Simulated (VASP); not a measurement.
# LiW (Pm-3m) in VASP: notebook

The runs below take LiW through single point, relaxation of volume and atoms at fixed shape, with PBE.

Program: VASP 6.6.1. These are calculated values, not measurements. Logs are shortened: lines on timing, memory, paths and dates and some standing lists are left out, and cuts for length are marked.

### 1 The cell of the first run

It takes space group Pm-3m (No. 221, cubic). The conventional cell has a = 2.979 Å, b = 2.979 Å, c = 2.979 Å, α = 90.00°, β = 90.00°, γ = 90.00°. Li (site symmetry m-3m) has 8 W at 2.58 Å and 6 Li at 2.98 Å within 3.4 Å. Within 3.4 Å of W (site symmetry m-3m) lie 8 Li at 2.58 Å and 6 W at 2.98 Å.

### 2 Single point, PBE

Input file INCAR:

```
SYSTEM = LiW
PREC = Accurate
ENCUT = 750
EDIFF = 1E-6
ISMEAR = 1
SIGMA = 0.05
LREAL = .FALSE.
LASPH = .TRUE.
NELM = 120
ALGO = Normal
ISIF = 2
LWAVE = .FALSE.
LCHARG = .FALSE.
GGA = PE
NBANDS = 16
GGA_COMPAT = .FALSE.
```

Input file KPOINTS:

```
regular mesh
0
G
  7 7 7
  0 0 0
```

Input file POSCAR:

```
LiW
1.0
    2.9791144062      0.0000000000      0.0000000000
    0.0000000000      2.9791144062      0.0000000000
    0.0000000000      0.0000000000      2.9791144062
Li W
1 1
Direct
    0.0000000000      0.0000000000      0.0000000000
    0.5000000000      0.5000000000      0.5000000000
```

Potentials or basis: VASP PAW PBE potentials, release 64 (Li_sv, W_sv).

Command:

```sh
cat potpaw_PBE.64/Li_sv/POTCAR potpaw_PBE.64/W_sv/POTCAR > POTCAR
mpirun -np 1 vasp_std > vasp.out
```

OUTCAR:

```text
SYSTEM = LiW
   PREC = Accurate
   ENCUT = 750
   EDIFF = 1E-6
   ISMEAR = 1
   LREAL = .FALSE.
   LASPH = .TRUE.
   NELM = 120
   ISIF = 2
   GGA = PE

 ion  position               nearest neighbor table
   1  0.000  0.000  0.000-   2 2.58   2 2.58   2 2.58   2 2.58   2 2.58   2 2.58   2 2.58   2 2.58

   2  0.500  0.500  0.500-   1 2.58   1 2.58   1 2.58   1 2.58   1 2.58   1 2.58   1 2.58   1 2.58

  LATTYP: Found a simple cubic cell.
 ALAT       =     2.9791144062

  Lattice vectors:

 A1 = (   2.9791144062,   0.0000000000,   0.0000000000)
 A2 = (   0.0000000000,   2.9791144062,   0.0000000000)
 A3 = (   0.0000000000,   0.0000000000,   2.9791144062)

Analysis of symmetry for initial positions (statically):
=====================================================================
 Subroutine PRICEL returns:
 Original cell was already a primitive cell.

 Routine SETGRP: Setting up the symmetry group for a
 simple cubic supercell.

 Subroutine GETGRP returns: Found 48 space group operations
 (whereof 48 operations were pure point group operations)
 out of a pool of 48 trial point group operations.

The static configuration has the point symmetry O_h .

Analysis of symmetry for dynamics (positions and initial velocities):
=====================================================================
 Subroutine PRICEL returns:
 Original cell was already a primitive cell.

 Routine SETGRP: Setting up the symmetry group for a
 simple cubic supercell.

 Subroutine GETGRP returns: Found 48 space group operations
 (whereof 48 operations were pure point group operations)
 out of a pool of 48 trial point group operations.

The dynamic configuration has the point symmetry O_h .

 Subroutine INISYM returns: Found 48 space group operations
 (whereof 48 operations are pure point group operations),
 and found     1 'primitive' translations

----------------------------------------------------------------------------------------

                                     Primitive cell

  volume of cell :      26.4400

  direct lattice vectors                    reciprocal lattice vectors
     2.979114406  0.000000000  0.000000000     0.335670224  0.000000000  0.000000000
     0.000000000  2.979114406  0.000000000     0.000000000  0.335670224  0.000000000
     0.000000000  0.000000000  2.979114406     0.000000000  0.000000000  0.335670224

  length of vectors
     2.979114406  2.979114406  2.979114406     0.335670224  0.335670224  0.335670224

  position of ions in fractional coordinates (direct lattice)
[... 74 lines left out ...]
   EDIFF  = 0.1E-05   stopping-criterion for ELM
   LREAL  =      F    real-space projection
   EDIFFG = 0.1E-04   stopping-criterion for IOM
   NSW    =      0    number of steps for IOM
   IBRION =     -1    ionic relax: 0-MD 1-quasi-New 2-CG
   NFREE  =      0    steps in history (QN), initial steepest desc. (CG)
   ISIF   =      2    stress and relaxation
   ISYM   =      2    0-nonsym 1-usesym 2-fastsym
   POTIM  = 0.5000    time-step for ionic-motion
   TEBEG  =    0.0;   TEEND  =   0.0 temperature during run
   PSTRESS=    0.0 pullay stress
   NELECT =      17.0000    total number of electrons
   NUPDOWN=      -1.0000    fix difference up-down
   EMIN   =  10.00;   EMAX   =-10.00  energy-range for DOS
   EFERMI =   0.00;   METHOD = LEGACY
   ISMEAR =     1;   SIGMA  =   0.05  broadening in eV -4-tet -1-fermi 0-gaus
   EFERMI_NEDOS =   21; number of points for ismear=-14 and -15
   IALGO  =     38    algorithm
   IMIX   =      4    mixing-type and parameters
     AMIX     =   0.40;   BMIX     =  1.00
     AMIX_MAG =   1.60;   BMIX_MAG =  1.00
  volume/ion in A,a.u.               =      13.22        89.21
  Fermi-wavevector in a.u.,A,eV,Ry     =   1.412984  2.670153 27.164361  1.996524
  Thomas-Fermi vector in A             =   2.534677
   LORBIT       =      0    0 simple, 1 ext, 2 COOP (PROOUT), +10 PAW based schemes
   GGA     = PE    functional components
   LHFCALC =     F    Hartree Fock is set to
   AEXX    =    0.0000 exact exchange contribution
   IVDW    =     0    specifies the selected vdW correction
   LEPSILON=     F    determine dielectric tensor
   LRPA    =     F    only Hartree local field effects (RPA)
 non-spin polarized calculation
 Methfessel and Paxton  Order N= 1 SIGMA  =   0.05
  energy-cutoff  :      750.00
  volume of cell :       26.44
 maximum number of plane-waves:      1253
 NGX is ok and might be reduce to    28
   NGX = 13   NGY = 13   NGZ = 13

 number of electron      17.0000005 magnetization

 Free energy of the ion-electron system (eV)
  ---------------------------------------------------
  ext. energy  EPLUGINS =         0.00000000
  ---------------------------------------------------
  free energy    TOTEN  =       -12.77736059 eV

  energy without entropy =      -12.77624778  energy(sigma->0) =      -12.77698965

 E-fermi :   7.8333     XC(G=0): -11.8542

 val. band max:        7.7682356718   @ k =   0.2857   0.1429   0.1429
 cond. band min:       7.8447821775   @ k =   0.2857   0.1429   0.0000
 fundamental gap:      0.0765465057
 Fermi energy:         7.8332546624

 k-point     1 :       0.0000    0.0000    0.0000
  band No.  band energies     occupation
      1     -66.3291      2.00000
      2     -36.8341      2.00000
      3     -30.3250      2.00000
      4     -30.3250      2.00000
      5     -30.3250      2.00000
      6       0.4156      2.00000
[... 357 lines left out ...]
      3     -30.6229      2.00000
      4     -30.6209      2.00000
      5     -30.6209      2.00000
      6       4.1830      2.00000
[... 8 lines left out ...]
     15      20.0429      0.00000
     16      20.6451      0.00000

------------------------ aborting loop because EDIFF is reached ----------------------------------------

  FORCE on cell =-STRESS in cart. coord.  units (eV):
  Direction    XX          YY          ZZ          XY          YZ          ZX
  --------------------------------------------------------------------------------------
  -------------------------------------------------------------------------------------
  Total       -0.0026266     -0.0026266     -0.0026266      0.0000000     -0.0000000      0.0000000
  in kB       -0.1591618     -0.1591618     -0.1591618      0.0000000     -0.0000000      0.0000000
  external PRESSURE =      -0.1591618 kB  Pullay stress =       0.0000000 kB

 VOLUME and BASIS-vectors are now :
 -----------------------------------------------------------------------------
  energy-cutoff  :      750.00
  volume of cell :       26.44
      direct lattice vectors                 reciprocal lattice vectors
     2.979114406  0.000000000  0.000000000     0.335670224  0.000000000  0.000000000
     0.000000000  2.979114406  0.000000000     0.000000000  0.335670224  0.000000000
     0.000000000  0.000000000  2.979114406     0.000000000  0.000000000  0.335670224

 POSITION                                       TOTAL-FORCE (eV/Angst)
 -----------------------------------------------------------------------------------
      0.00000      0.00000      0.00000         0.000000      0.000000      0.000000
      1.48956      1.48956      1.48956         0.000000      0.000000      0.000000
 -----------------------------------------------------------------------------------
    total drift:                                0.000000      0.000000      0.000000

  FREE ENERGIE OF THE ION-ELECTRON SYSTEM (eV)
  ---------------------------------------------------
  free  energy   TOTEN  =       -12.7773605858 eV

  energy  without entropy=      -12.7762477794  energy(sigma->0) =      -12.77698965
```

OSZICAR:

```text
N       E                     dE             d eps       ncg     rms          rms(c)
DAV:   1     0.156014329627E+03    0.15601E+03   -0.11152E+04   640   0.147E+03
DAV:   2    -0.988557467040E+01   -0.16590E+03   -0.16031E+03   784   0.383E+02
DAV:   3    -0.139495886555E+02   -0.40640E+01   -0.40400E+01   768   0.557E+01
DAV:   4    -0.140638861104E+02   -0.11430E+00   -0.11425E+00   840   0.848E+00
DAV:   5    -0.140671525905E+02   -0.32665E-02   -0.32657E-02   776   0.118E+00    0.156E+01
DAV:   6    -0.128395431192E+02    0.12276E+01   -0.15374E+00   688   0.121E+01    0.335E+00
DAV:   7    -0.127813591501E+02    0.58184E-01   -0.14443E-01   848   0.321E+00    0.499E-01
DAV:   8    -0.127776854385E+02    0.36737E-02   -0.11998E-02   696   0.119E+00    0.290E-01
DAV:   9    -0.127773554364E+02    0.33000E-03   -0.10475E-03   792   0.293E-01    0.284E-02
DAV:  10    -0.127773601963E+02   -0.47599E-05   -0.31344E-05   792   0.521E-02    0.229E-02
DAV:  11    -0.127773605858E+02   -0.38948E-06   -0.73055E-06   816   0.281E-02
   1 F= -.12777361E+02 E0= -.12776990E+02  d E =-.111281E-02
```

stdout:

```text
POSCAR found type information on POSCAR LiW
 POSCAR found :  2 types and       2 ions
 scaLAPACK will be used
 LDA part: xc-table for (Slater+PW92), standard interpolation
 POSCAR, INCAR and KPOINTS ok, starting setup
 FFT: planning ... GRIDC
 FFT: planning ... GRID_SOFT
 FFT: planning ... GRID
 WAVECAR not read
 entering main loop
```

Wall time 13 s (1 thread of Intel Xeon 8259CL, shared host); peak memory 0.16 GiB.

Results:

```
Free energy : -12.7774 eV
Pressure    : 0.0 GPa
```

Caveat: spin-orbit coupling is left out, which moves the levels of the heavy elements.

### 3 Relaxation of volume and atoms at fixed shape, PBE

This run uses another cell than the first one, of 18.55 Å³/atom, 1.403 times its volume.

Input file INCAR:

```
SYSTEM = LiW
ALGO = Normal
EDIFF = 1E-7
EDIFFG = -0.02
ENCUT = 750
GGA = PE
GGA_COMPAT = .FALSE.
IBRION = 2
ISIF = 8
ISMEAR = 1
LASPH = .TRUE.
LCHARG = .FALSE.
LREAL = .FALSE.
LWAVE = .FALSE.
NELM = 120
NELMIN = 4
NSW = 80
PREC = Accurate
SIGMA = 0.05
```

Input file KPOINTS:

```
k-points
0
G
  7 7 7
  0 0 0
```

Input file POSCAR:

```
LiW
1.0
    3.3350000000      0.0000000000      0.0000000000
    0.0000000000      3.3350000000      0.0000000000
    0.0000000000      0.0000000000      3.3350000000
Li W
1 1
Direct
    0.0000000000      0.0000000000      0.0000000000
    0.5000000000      0.5000000000      0.5000000000
```

Potentials or basis: VASP PAW PBE potentials, release 64 (Li_sv, W_sv).

Command:

```sh
cat potpaw_PBE.64/Li_sv/POTCAR potpaw_PBE.64/W_sv/POTCAR > POTCAR
mpirun -np 1 vasp_std > vasp.out
```

Run time: 52 s. Hardware: 1 thread of Intel Xeon 8259CL, shared host; peak memory 0.19 GiB.

Results (log left out):

```yaml
Free_energy: -12.7813 eV
Relaxed_volume: 13.25 Å³/atom
Relaxed_cell: a = 2.981 Å, b = 2.981 Å, c = 2.981 Å, α = 90.00°, β = 90.00°, γ = 90.00°
Space_group_after_relaxing_to_0.05_Å: Pm-3m (No. 221)
Energy_gained_by_relaxing: 495.3 meV/atom
Ionic_steps: 3
Pressure_after_relaxing: -0.1 GPa
```

Step by step:
```csv
step,energy change (eV),largest force (eV/Å),pressure (GPa),volume (Å³)
1,0.0000,0.0000,-22.03,37.09
2,-0.9522,0.0000,9.15,25.02
3,-0.9905,0.0000,-0.08,26.49
```

Final structure:
```yaml
crystal:
  lattice:
    - [2.98114, 0.00000, 0.00000]
    - [0.00000, 2.98114, 0.00000]
    - [0.00000, 0.00000, 2.98114]
  atoms:
    - { symbol: Li, position: [0.00000, 0.00000, 0.00000] }
    - { symbol: W, position: [0.50000, 0.50000, 0.50000] }
```

Levels at points of the mesh, in eV from the Fermi level:
```tsv
k point	band 4	band 5	band 6	band 7	band 8	band 9	band 10	band 11	band 12
(0.00, 0.00, 0.00)	-38.16	-38.16	-7.41	-3.19	-3.19	2.47	2.47	2.47	7.71
```

Caveat: the volume moved by over 15 % at a fixed basis, so the end points are rough; spin-orbit coupling is left out, which moves the levels of the heavy elements.
